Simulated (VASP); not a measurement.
Wanted: the native input for a VASP 6.6.1 run.

* Task: single point
* Functional: PBEsol
* Potentials or basis: VASP PAW PBE potentials, release 64 (Ta_sv_GW, O)
* Cutoff: 700 eV
* k mesh: 8 × 8 × 4
* Occupations: fermi-dirac, width 0.05 eV
* Spin: no spin polarisation
* Hubbard terms: Ta d U = 8.0 eV
* Dipole correction: no
* Further INCAR settings: ALGO = Normal; EDIFF = 1e-06; NBANDS = 37

The structure of Ta4O lies in POSCAR:

```
Ta4O
1.0
    3.2574970000      0.0000000000      0.0000000000
    0.0000000000      3.2574970000      0.0000000000
    0.0000000000      0.0000000000      7.4093410000
Ta O
4 1
Direct
    0.0000000000      0.0000000000      0.0000000000
    0.5000000000      0.5000000000      0.2168420000
    0.5000000000      0.5000000000      0.7831580000
    0.0000000000      0.0000000000      0.5000000000
    0.5000000000      0.5000000000      0.5000000000
```

One way to write it, as run:

INCAR

```
SYSTEM = Ta4O
PREC = Accurate
ENCUT = 700
EDIFF = 1E-6
ISMEAR = -1
SIGMA = 0.05
LREAL = .False.
LASPH = .True.
NELM = 200
ALGO = Normal
ISIF = 2
LWAVE = .False.
LCHARG = .False.
LMAXMIX = 4
LDAU = .True.
LDAUTYPE = 2
LDAUL = 2 -1
LDAUU = 8 0
LDAUJ = 0 0
LDAUPRINT = 1
GGA = PS
NBANDS = 37
GGA_COMPAT = .False.
```

KPOINTS

```
Automatic mesh
0
Gamma
  8 8 4
  0 0 0
```

Potentials or basis: VASP PAW PBE potentials, release 64 (Ta_sv_GW, O).

Launch:

```bash
$ cat potpaw_PBE.64/Ta_sv_GW/POTCAR potpaw_PBE.64/O/POTCAR > POTCAR
$ mpirun -np 1 vasp_std > vasp.out
```

It gave:

| Property | Result |
| --- | --- |
| Pressure | 17.9 GPa |
| Largest force | 1.013 eV/Å |
| Band gap on the k mesh | zero (bands 29 and 30 overlap by 0.62 eV) |

Caveat: the cell stands under pressure; the PAW data sets were made with another functional, which shifts forces and pressure a little; spin-orbit coupling is left out, which moves the levels of the heavy elements; U without spin polarisation on a metal has little footing.

It took 2.1 min on 1 thread of Intel(R) Xeon(R) 6975P-C (Granite Rapids), with other jobs on the host, peak memory 0.32 GiB.
